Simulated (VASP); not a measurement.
# BPd4 (Im-3m) in VASP: a series of runs

The runs below take BPd4 through single point, relaxation of cell and atoms, with PBE.

Program: VASP 6.6.1. These are calculated values, not measurements. Logs are shortened: lines on timing, memory, paths and dates and some standing lists are left out, and cuts for length are marked.

### 1 The cell of the first run

It takes space group Im-3m (No. 229, cubic). Conventional cell: a = 5.303 Å, b = 5.303 Å, c = 5.303 Å, α = 90.00°, β = 90.00°, γ = 90.00°. B (site symmetry m-3m) has 8 Pd at 2.30 Å within 3.0 Å. Within 3.0 Å of Pd (site symmetry -3m) lie 2 B at 2.30 Å and 6 Pd at 2.65 Å.

### 2 Single point, PBE

The input, INCAR:

```
SYSTEM = BPd4
ALGO = Fast
EDIFF = 1E-7
ENCUT = 520
GGA = PE
ISIF = 2
ISMEAR = 0
LASPH = .TRUE.
LCHARG = .TRUE.
LELF = .TRUE.
LREAL = .FALSE.
LVHAR = .TRUE.
LWAVE = .FALSE.
NBANDS = 30
NELM = 100
PREC = Accurate
SIGMA = 0.1
```

The input, KPOINTS:

```
k-points
0
G
  10 10 10
  0 0 0
```

The input, POSCAR:

```
BPd4
1.0
   -2.6516277220      2.6516277220      2.6516277220
    2.6516277220     -2.6516277220      2.6516277220
    2.6516277220      2.6516277220     -2.6516277220
B Pd
1 4
Direct
    0.0000000000      0.0000000000      0.0000000000
    0.0000000000      0.0000000000      0.5000000000
    0.0000000000      0.5000000000      0.0000000000
    0.5000000000      0.0000000000      0.0000000000
    0.5000000000      0.5000000000      0.5000000000
```

Potentials or basis: VASP PAW PBE potentials, release 64 (B, Pd).

Run with:

```sh
$ cat potpaw_PBE.64/B/POTCAR potpaw_PBE.64/Pd/POTCAR > POTCAR
$ mpirun -np 1 vasp_std > vasp.out
```

OUTCAR:

```text
SYSTEM = BPd4
   EDIFF = 1E-7
   ENCUT = 520
   GGA = PE
   ISIF = 2
   ISMEAR = 0
   LASPH = .TRUE.
   LREAL = .FALSE.
   NELM = 100
   PREC = Accurate

 ion  position               nearest neighbor table
   1  0.000  0.000  0.000-   2 2.30   3 2.30   4 2.30   5 2.30   2 2.30   3 2.30   4 2.30   5 2.30

   2  0.000  0.000  0.500-   1 2.30   1 2.30   4 2.65   5 2.65   3 2.65   3 2.65   4 2.65   5 2.65

   3  0.000  0.500  0.000-   1 2.30   1 2.30   4 2.65   5 2.65   2 2.65   2 2.65   5 2.65   4 2.65

   4  0.500  0.000  0.000-   1 2.30   1 2.30   3 2.65   5 2.65   5 2.65   2 2.65   2 2.65   3 2.65

   5  0.500  0.500  0.500-   1 2.30   1 2.30   3 2.65   4 2.65   4 2.65   3 2.65   2 2.65   2 2.65

  LATTYP: Found a body centered cubic cell.
 ALAT       =     5.3032554440

  Lattice vectors:

 A1 = (  -2.6516277220,   2.6516277220,   2.6516277220)
 A2 = (   2.6516277220,  -2.6516277220,   2.6516277220)
 A3 = (   2.6516277220,   2.6516277220,  -2.6516277220)

Analysis of symmetry for initial positions (statically):
=====================================================================
 Subroutine PRICEL returns:
 Original cell was already a primitive cell.

 Routine SETGRP: Setting up the symmetry group for a
 body centered cubic supercell.

 Subroutine GETGRP returns: Found 48 space group operations
 (whereof 48 operations were pure point group operations)
 out of a pool of 48 trial point group operations.

The static configuration has the point symmetry O_h .

Analysis of symmetry for dynamics (positions and initial velocities):
=====================================================================
 Subroutine PRICEL returns:
 Original cell was already a primitive cell.

 Routine SETGRP: Setting up the symmetry group for a
 body centered cubic supercell.

 Subroutine GETGRP returns: Found 48 space group operations
 (whereof 48 operations were pure point group operations)
 out of a pool of 48 trial point group operations.

The dynamic configuration has the point symmetry O_h .

 Subroutine INISYM returns: Found 48 space group operations
 (whereof 48 operations are pure point group operations),
 and found     1 'primitive' translations

----------------------------------------------------------------------------------------

                                     Primitive cell

  volume of cell :      74.5758
[... 90 lines left out ...]
   LNONCOLLINEAR =      F non collinear calculations
   LSORBIT =      F    spin-orbit coupling
   LASPH  =      T    aspherical Exc in radial PAW
   ENCUT  =  520.0 eV  38.22 Ry    6.18 a.u.   8.54  8.54  8.54*2*pi/ulx,y,z
   NELM   =    100;   NELMIN=  2; NELMDL= -5     # of ELM steps
   EDIFF  = 0.1E-06   stopping-criterion for ELM
   LREAL  =      F    real-space projection
   EDIFFG = 0.1E-05   stopping-criterion for IOM
   NSW    =      0    number of steps for IOM
   IBRION =     -1    ionic relax: 0-MD 1-quasi-New 2-CG
   NFREE  =      0    steps in history (QN), initial steepest desc. (CG)
   ISIF   =      2    stress and relaxation
   ISYM   =      2    0-nonsym 1-usesym 2-fastsym
   POTIM  = 0.5000    time-step for ionic-motion
   TEBEG  =    0.0;   TEEND  =   0.0 temperature during run
   PSTRESS=    0.0 pullay stress
   NELECT =      43.0000    total number of electrons
   NUPDOWN=      -1.0000    fix difference up-down
   EMIN   =  10.00;   EMAX   =-10.00  energy-range for DOS
   EFERMI =   0.00;   METHOD = LEGACY
   ISMEAR =     0;   SIGMA  =   0.10  broadening in eV -4-tet -1-fermi 0-gaus
   EFERMI_NEDOS =   21; number of points for ismear=-14 and -15
   IALGO  =     68    algorithm
   IMIX   =      4    mixing-type and parameters
     AMIX     =   0.40;   BMIX     =  1.00
     AMIX_MAG =   1.60;   BMIX_MAG =  1.00
  volume/ion in A,a.u.               =      14.92       100.65
  Fermi-wavevector in a.u.,A,eV,Ry     =   1.362590  2.574921 25.261266  1.856651
  Thomas-Fermi vector in A             =   2.489066
   LORBIT       =      0    0 simple, 1 ext, 2 COOP (PROOUT), +10 PAW based schemes
   GGA     = PE    functional components
   LHFCALC =     F    Hartree Fock is set to
   AEXX    =    0.0000 exact exchange contribution
   IVDW    =     0    specifies the selected vdW correction
   LEPSILON=     F    determine dielectric tensor
   LRPA    =     F    only Hartree local field effects (RPA)
 non-spin polarized calculation
 RMM-DIIS sequential band-by-band and
 Gauss-broadening in eV      SIGMA  =   0.10
  energy-cutoff  :      520.00
  volume of cell :       74.58
 maximum number of plane-waves:      2022
 NGX is ok and might be reduce to    36
   NGX = 17   NGY = 17   NGZ = 17

 number of electron      43.0000004 magnetization

 Free energy of the ion-electron system (eV)
  ---------------------------------------------------
  ext. energy  EPLUGINS =         0.00000000
  ---------------------------------------------------
  free energy    TOTEN  =       -27.03048508 eV

  energy without entropy =      -27.01648524  energy(sigma->0) =      -27.02348516

 E-fermi :   7.7273     XC(G=0): -12.2144

 val. band max:        7.7036670699   @ k =  -0.4000  -0.4000   0.2000
 cond. band min:       7.7316383127   @ k =   0.3000   0.2000   0.2000
 fundamental gap:      0.0279712428
 Fermi energy:         7.7273112940

 k-point     1 :       0.0000    0.0000    0.0000
  band No.  band energies     occupation
      1      -1.6865      2.00000
      2       2.5673      2.00000
      3       2.9135      2.00000
      4       2.9135      2.00000
      5       3.3199      2.00000
      6       3.3199      2.00000
[... 781 lines left out ...]
     29      16.8982      0.00000
     30      18.1640      0.00000

 [... further k-points ...]
[... 5 lines left out ...]
  --------------------------------------------------------------------------------------
  -------------------------------------------------------------------------------------
  Total       -0.1044506     -0.1044506     -0.1044506      0.0000000     -0.0000000      0.0000000
  in kB       -2.2440061     -2.2440061     -2.2440061      0.0000000     -0.0000000      0.0000000
  external PRESSURE =      -2.2440061 kB  Pullay stress =       0.0000000 kB

 VOLUME and BASIS-vectors are now :
 -----------------------------------------------------------------------------
  energy-cutoff  :      520.00
  volume of cell :       74.58
      direct lattice vectors                 reciprocal lattice vectors
    -2.651627722  2.651627722  2.651627722     0.000000000  0.188563423  0.188563423
     2.651627722 -2.651627722  2.651627722     0.188563423  0.000000000  0.188563423
     2.651627722  2.651627722 -2.651627722     0.188563423  0.188563423  0.000000000

 POSITION                                       TOTAL-FORCE (eV/Angst)
 -----------------------------------------------------------------------------------
      0.00000      0.00000      0.00000        -0.000000      0.000000     -0.000000
      1.32581      1.32581     -1.32581         0.000000     -0.000000     -0.000000
      1.32581     -1.32581      1.32581        -0.000000      0.000000      0.000000
     -1.32581      1.32581      1.32581        -0.000000     -0.000000      0.000000
      1.32581      1.32581      1.32581         0.000000     -0.000000      0.000000
 -----------------------------------------------------------------------------------
    total drift:                                0.000000     -0.000000      0.000000

  FREE ENERGIE OF THE ION-ELECTRON SYSTEM (eV)
  ---------------------------------------------------
  free  energy   TOTEN  =       -27.0304850783 eV

  energy  without entropy=      -27.0164852357  energy(sigma->0) =      -27.02348516
```

stdout:

```text
POSCAR found type information on POSCAR B Pd
 POSCAR found :  2 types and       5 ions
 scaLAPACK will be used
 LDA part: xc-table for (Slater+PW92), standard interpolation
 POSCAR, INCAR and KPOINTS ok, starting setup
 FFT: planning ... GRIDC
 FFT: planning ... GRID_SOFT
 FFT: planning ... GRID
 WAVECAR not read
 entering main loop
```

Run time: 1.8 min. Hardware: 1 thread of Intel Xeon Platinum 8259CL at 2.50GHz (Skylake/Cascade Lake), shared host; peak memory 0.25 GiB.

Results:

| Item | Value |
| --- | --- |
| Free energy | -27.0305 eV |
| Pressure | -0.2 GPa |

Levels at points of the mesh, in eV from the Fermi level:
| k point | band 19 | band 20 | band 21 | band 22 | band 23 | band 24 |
| --- | --- | --- | --- | --- | --- | --- |
| (0.00, 0.00, 0.00) | -0.36 | -0.36 | -0.36 | 0.72 | 0.72 | 0.72 |
| (0.50, 0.00, 0.00) | -1.03 | -1.01 | -0.95 | -0.84 | 1.60 | 2.89 |
| (0.50, 0.50, 0.50) | -0.12 | 0.31 | 0.31 | 0.82 | 0.82 | 3.10 |

### 3 Relaxation of cell and atoms, PBE

The input, INCAR:

```
PREC = Accurate
ENCUT = 600
EDIFF = 1E-6
ISMEAR = 0
SIGMA = 0.1
LREAL = False
LASPH = True
NELM = 100
ALGO = Fast
ISIF = 3
LWAVE = False
LCHARG = False
GGA = PE
IBRION = 2
NSW = 100
EDIFFG = -0.01
```

The input, KPOINTS:

```
Automatic mesh
0
Gamma
  10 10 10
```

POSCAR is that of step 2.

Potentials or basis: VASP PAW PBE potentials, release 64 (B, Pd).

Run with:

```sh
$ cat potpaw_PBE.64/B/POTCAR potpaw_PBE.64/Pd/POTCAR > POTCAR
$ mpirun -np 1 vasp_std > vasp.out
```

Wall time 3.4 min (1 thread of Intel Xeon Platinum 8259CL at 2.50GHz (Skylake/Cascade Lake), shared host); peak memory 0.3 GiB.

The run converged. Its results:

```
Free energy                            : -27.0318 eV
Relaxed volume                         : 14.89 Å³/atom
Relaxed cell                           : a = 4.590 Å, b = 4.590 Å, c = 4.590 Å, α = 109.47°, β = 109.47°, γ = 109.47°
Space group after relaxing (to 0.05 Å) : Im-3m (No. 229)
Energy gained by relaxing              : 0.0 meV/atom
Ionic steps                            : 3
Pressure after relaxing                : 0.0 GPa
```

Final structure:
```xyz
5
Lattice="-2.6501 2.6501 2.6501 2.6501 -2.6501 2.6501 2.6501 2.6501 -2.6501" Properties=species:S:1:pos:R:3 pbc="T T T"
B     0.0000    0.0000    0.0000
Pd    1.3250    1.3250   -1.3250
Pd    1.3250   -1.3250    1.3250
Pd   -1.3250    1.3250    1.3250
Pd    1.3250    1.3250    1.3250
```

Levels at points of the mesh, in eV from the Fermi level:
```csv
k point,band 19,band 20,band 21,band 22,band 23,band 24
"(0.00, 0.00, 0.00)",-0.36,-0.36,-0.36,0.73,0.73,0.73
"(0.50, 0.00, 0.00)",-1.03,-1.01,-0.95,-0.84,1.60,2.89
"(0.50, 0.50, 0.50)",-0.12,0.31,0.31,0.82,0.82,3.11
```
